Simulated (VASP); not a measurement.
# BaO (Fm-3m) in VASP: notebook, part 2 of 2

VASP 6.6.1. The steps go on from the part before.

## (3) Electric field gradients, PBE (19.56 Å³/atom)

The input, INCAR:

```
PREC = Accurate
ENCUT = 520
EDIFF = 1E-8
ISMEAR = -1
SIGMA = 0.02
LREAL = F
LASPH = T
NELM = 120
ALGO = Normal
ISIF = 2
LWAVE = F
LCHARG = F
GGA = PE
LEFG = T
NBANDS = 15
GGA_COMPAT = F
```

The input, KPOINTS:

```
Automatic mesh
0
Gamma
  8 8 8
```

The input, POSCAR:

```
BaO
1.0
    0.0000000000      2.6943393494      2.6943393494
    2.6943393494      0.0000000000      2.6943393494
    2.6943393494      2.6943393494      0.0000000000
Ba O
1 1
Direct
    0.0000000000      0.0000000000      0.0000000000
    0.5000000000      0.5000000000      0.5000000000
```

Potentials or basis: VASP PAW PBE potentials, release 64 (Ba_sv, O).

Command:

```bash
cat potpaw_PBE.64/Ba_sv/POTCAR potpaw_PBE.64/O/POTCAR > POTCAR
mpirun -np 1 vasp_std > vasp.out
```

OUTCAR:

```text
PREC = Accurate
   ENCUT = 520
   EDIFF = 1E-8
   ISMEAR = -1
   LREAL = F
   LASPH = T
   NELM = 120
   ISIF = 2
   GGA = PE

 ion  position               nearest neighbor table
   1  0.000  0.000  0.000-   2 2.69   2 2.69   2 2.69   2 2.69   2 2.69   2 2.69
   2  0.500  0.500  0.500-   1 2.69   1 2.69   1 2.69   1 2.69   1 2.69   1 2.69

  LATTYP: Found a face centered cubic cell.
 ALAT       =     5.3886786988

  Lattice vectors:

 A1 = (   0.0000000000,   2.6943393494,   2.6943393494)
 A2 = (   2.6943393494,   0.0000000000,   2.6943393494)
 A3 = (   2.6943393494,   2.6943393494,   0.0000000000)

Analysis of symmetry for initial positions (statically):
=====================================================================
 Subroutine PRICEL returns:
 Original cell was already a primitive cell.

 Routine SETGRP: Setting up the symmetry group for a
 face centered cubic supercell.

 Subroutine GETGRP returns: Found 48 space group operations
 (whereof 48 operations were pure point group operations)
 out of a pool of 48 trial point group operations.

The static configuration has the point symmetry O_h .

Analysis of symmetry for dynamics (positions and initial velocities):
=====================================================================
 Subroutine PRICEL returns:
 Original cell was already a primitive cell.

 Routine SETGRP: Setting up the symmetry group for a
 face centered cubic supercell.

 Subroutine GETGRP returns: Found 48 space group operations
 (whereof 48 operations were pure point group operations)
 out of a pool of 48 trial point group operations.

The dynamic configuration has the point symmetry O_h .

 Subroutine INISYM returns: Found 48 space group operations
 (whereof 48 operations are pure point group operations),
 and found     1 'primitive' translations

----------------------------------------------------------------------------------------

                                     Primitive cell

  volume of cell :      39.1189

  direct lattice vectors                    reciprocal lattice vectors
     0.000000000  2.694339349  2.694339349    -0.185574249  0.185574249  0.185574249
     2.694339349  0.000000000  2.694339349     0.185574249 -0.185574249  0.185574249
     2.694339349  2.694339349  0.000000000     0.185574249  0.185574249 -0.185574249

  length of vectors
     3.810371250  3.810371250  3.810371250     0.321424027  0.321424027  0.321424027

  position of ions in fractional coordinates (direct lattice)
     0.000000000  0.000000000  0.000000000
     0.500000000  0.500000000  0.500000000

  ion indices of the primitive-cell ions
   primitive index   ion index
                 1           1
                 2           2

----------------------------------------------------------------------------------------

 KPOINTS: Automatic mesh

Automatic generation of k-mesh.
 Grid dimensions read from file:
 generate k-points for:    8    8    8

 Generating k-lattice:

[... 74 lines left out ...]
   EMIN   =  10.00;   EMAX   =-10.00  energy-range for DOS
   EFERMI =   0.00;   METHOD = LEGACY
   ISMEAR =    -1;   SIGMA  =   0.02  broadening in eV -4-tet -1-fermi 0-gaus
   EFERMI_NEDOS =   21; number of points for ismear=-14 and -15
   IALGO  =     38    algorithm
   IMIX   =      4    mixing-type and parameters
     AMIX     =   0.40;   BMIX     =  1.00
     AMIX_MAG =   1.60;   BMIX_MAG =  1.00
  volume/ion in A,a.u.               =      19.56       131.99
  Fermi-wavevector in a.u.,A,eV,Ry     =   1.215213  2.296420 20.092315  1.476743
  Thomas-Fermi vector in A             =   2.350608
   LORBIT       =      0    0 simple, 1 ext, 2 COOP (PROOUT), +10 PAW based schemes
   GGA     = PE    functional components
[... 5 lines left out ...]
 non-spin polarized calculation
  energy-cutoff  :      520.00
  volume of cell :       39.12
 maximum number of plane-waves:      1067
   NGX = 15   NGY = 15   NGZ = 15

 number of electron      16.0000000 magnetization

 Free energy of the ion-electron system (eV)
  ---------------------------------------------------
  ext. energy  EPLUGINS =         0.00000000
  ---------------------------------------------------
  free energy    TOTEN  =       -11.64724789 eV

  energy without entropy =      -11.64724789  energy(sigma->0) =      -11.64724789

 E-fermi :   2.9491     XC(G=0): -10.0073

 val. band max:        2.5050513919   @ k =   0.5000   0.5000   0.0000
 cond. band min:       4.1547915132   @ k =   0.5000   0.5000   0.0000
 fundamental gap:      1.6497401213
 Fermi energy:         2.9491016776

 k-point     1 :       0.0000    0.0000    0.0000
  band No.  band energies     occupation
      1     -23.4750      2.00000
      2     -12.7807      2.00000
      3      -7.7986      2.00000
      4      -7.7986      2.00000
      5      -7.7986      2.00000
      6       1.9220      2.00000
      7       1.9220      2.00000
      8       1.9220      2.00000
      9       6.3990      0.00000
     10       7.0988      0.00000
     11       7.0988      0.00000
     12       7.0988      0.00000
     13       9.5816      0.00000
     14       9.5816      0.00000
[... 401 lines left out ...]
      2     -13.5495      2.00000
      3      -8.5931      2.00000
      4      -8.5798      2.00000
      5      -7.9156      2.00000
      6       0.6061      2.00000
      7       1.3586      2.00000
      8       1.3989      2.00000
      9       7.3678      0.00000
     10       8.0095      0.00000
     11      10.6281      0.00000
     12      10.8176      0.00000
     13      13.1118      0.00000
     14      14.8483      0.00000
     15      15.2987      0.00000

 [... further k-points ...]

------------------------ aborting loop because EDIFF is reached ----------------------------------------

  FORCE on cell =-STRESS in cart. coord.  units (eV):
  Direction    XX          YY          ZZ          XY          YZ          ZX
  --------------------------------------------------------------------------------------
  -------------------------------------------------------------------------------------
  Total        2.7371163      2.7371163      2.7371163     -0.0000000      0.0000000      0.0000000
  in kB      112.1029292    112.1029292    112.1029292     -0.0000000      0.0000000      0.0000000
  external PRESSURE =     112.1029292 kB  Pullay stress =       0.0000000 kB

 VOLUME and BASIS-vectors are now :
 -----------------------------------------------------------------------------
  energy-cutoff  :      520.00
  volume of cell :       39.12
      direct lattice vectors                 reciprocal lattice vectors
     0.000000000  2.694339349  2.694339349    -0.185574249  0.185574249  0.185574249
     2.694339349  0.000000000  2.694339349     0.185574249 -0.185574249  0.185574249
     2.694339349  2.694339349  0.000000000     0.185574249  0.185574249 -0.185574249

 POSITION                                       TOTAL-FORCE (eV/Angst)
 -----------------------------------------------------------------------------------
      0.00000      0.00000      0.00000         0.000000      0.000000      0.000000
      2.69434      2.69434      2.69434        -0.000000     -0.000000     -0.000000
 -----------------------------------------------------------------------------------
    total drift:                                0.000000      0.000000      0.000000

  FREE ENERGIE OF THE ION-ELECTRON SYSTEM (eV)
  ---------------------------------------------------
  free  energy   TOTEN  =       -11.6472478941 eV

  energy  without entropy=      -11.6472478941  energy(sigma->0) =      -11.64724789

 Electric field gradients (V/A^2)
---------------------------------------------------------------------
 ion       V_xx      V_yy      V_zz      V_xy      V_xz      V_yz
---------------------------------------------------------------------
   1       0.000     0.000    -0.000     0.000     0.000     0.000
   2       0.000     0.000    -0.000     0.004     0.004     0.004
---------------------------------------------------------------------

 Electric field gradients after diagonalization (V/A^2)
 (convention: |V_zz| > |V_xx| > |V_yy|)
----------------------------------------------------------------------
 ion       V_xx      V_yy      V_zz     asymmetry (V_yy - V_xx)/ V_zz
----------------------------------------------------------------------
   1      -0.000    -0.000     0.000       0.000
   2      -0.004    -0.004     0.007       0.000
----------------------------------------------------------------------

           NMR quadrupolar parameters

 Cq : quadrupolar parameter    Cq=e*Q*V_zz/h
 eta: asymmetry parameters     (V_yy - V_xx)/ V_zz
 Q  : nuclear electric quadrupole moment in mb (millibarn)
----------------------------------------------------------------------
 ion       Cq(MHz)       eta       Q (mb)
----------------------------------------------------------------------
   1       0.000       0.000       1.000
   2       0.000       0.000       1.000
----------------------------------------------------------------------
```

OSZICAR:

```text
N       E                     dE             d eps       ncg     rms          rms(c)
DAV:   1     0.786091947109E+02    0.78609E+02   -0.78289E+03   870   0.990E+02
DAV:   2    -0.106851562313E+02   -0.89294E+02   -0.79612E+02  1193   0.206E+02
DAV:   3    -0.142831237163E+02   -0.35980E+01   -0.35702E+01  1099   0.422E+01
DAV:   4    -0.143183430849E+02   -0.35219E-01   -0.35215E-01  1018   0.428E+00
DAV:   5    -0.143189083705E+02   -0.56529E-03   -0.56527E-03  1103   0.453E-01    0.100E+01
DAV:   6    -0.118608122156E+02    0.24581E+01   -0.84494E+00   912   0.232E+01    0.648E+00
DAV:   7    -0.116690383931E+02    0.19177E+00   -0.54847E-01   997   0.602E+00    0.254E+00
DAV:   8    -0.116449948453E+02    0.24044E-01   -0.88640E-02  1066   0.304E+00    0.521E-01
DAV:   9    -0.116462015646E+02   -0.12067E-02   -0.78534E-03  1003   0.845E-01    0.154E-01
DAV:  10    -0.116472588854E+02   -0.10573E-02   -0.21329E-03   926   0.367E-01    0.441E-02
DAV:  11    -0.116472418789E+02    0.17007E-04   -0.16002E-04  1059   0.116E-01    0.219E-02
DAV:  12    -0.116472478279E+02   -0.59490E-05   -0.23376E-05   940   0.449E-02    0.416E-03
DAV:  13    -0.116472478234E+02    0.45457E-08   -0.15791E-06  1136   0.108E-02    0.171E-03
DAV:  14    -0.116472478869E+02   -0.63550E-07   -0.35984E-07   961   0.557E-03    0.652E-04
DAV:  15    -0.116472478941E+02   -0.71655E-08   -0.23564E-08  1115   0.134E-03
   1 F= -.11647248E+02 E0= -.11647248E+02  d E =-.129962E-11
```

stdout:

```text
POSCAR found type information on POSCAR BaO
 POSCAR found :  2 types and       2 ions
 scaLAPACK will be used
 LDA part: xc-table for (Slater+PW92), standard interpolation
 POSCAR, INCAR and KPOINTS ok, starting setup
 FFT: planning ... GRIDC
 FFT: planning ... GRID_SOFT
 FFT: planning ... GRID
 WAVECAR not read
 entering main loop
ion   1

ion   2
```

Run time: 8.4 s. Hardware: 1 thread of Intel Xeon 6975P-C (Granite Rapids), shared host; peak memory 0.16 GiB.

Results:

```
Free energy                             : -11.6472 eV
Pressure                                : 11.2 GPa
Band gap on the k mesh                  : 1.65 eV
Largest electric field gradient by atom : zero within the noise of the run
```

Caveat: the cell stands under pressure; spin-orbit coupling is left out, which moves the levels of the heavy elements. A k mesh can miss the band edges.
